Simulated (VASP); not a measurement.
Here is a VASP 6.6.1 calculation.

Contents of INCAR:

```
SYSTEM = AlAs
PREC = Accurate ; ENCUT = 500
EDIFF = 1E-7 ; ISMEAR = 0
SIGMA = 0.02 ; LREAL = .FALSE.
LASPH = .TRUE. ; NELM = 120
ALGO = Normal ; ISIF = 3
LWAVE = .FALSE. ; LCHARG = .FALSE.
GGA = PE ; IBRION = 2
NSW = 100 ; EDIFFG = -0.01
GGA_COMPAT = .FALSE. ; NELMIN = 4
```

Contents of KPOINTS:

```
Automatic mesh
0
G
  8 8 8
  0 0 0
```

The input POSCAR:

```
AlAs
1.0
    0.0000000000      2.8303999900      2.8303999900
    2.8303999900      0.0000000000      2.8303999900
    2.8303999900      2.8303999900      0.0000000000
Al As
1 1
Direct
    0.0000000000      0.0000000000      0.0000000000
    0.2500000000      0.2500000000      0.2500000000
```

Potentials or basis: VASP PAW PBE potentials, release 64 (Al, As).

The run is started by

```console
$ cat potpaw_PBE.64/Al/POTCAR potpaw_PBE.64/As/POTCAR > POTCAR
$ mpirun -np 1 vasp_std > vasp.out
```

(1) Predict the band gap on the k mesh.

(2) Estimate the relaxed volume.

(3) What does it give for the space group after relaxing (to 0.1 Å)?

## Answers

(1) 1.50 eV (least direct gap 1.76 eV).

(2) 23.55 Å³/atom.

(3) F-43m (No. 216).
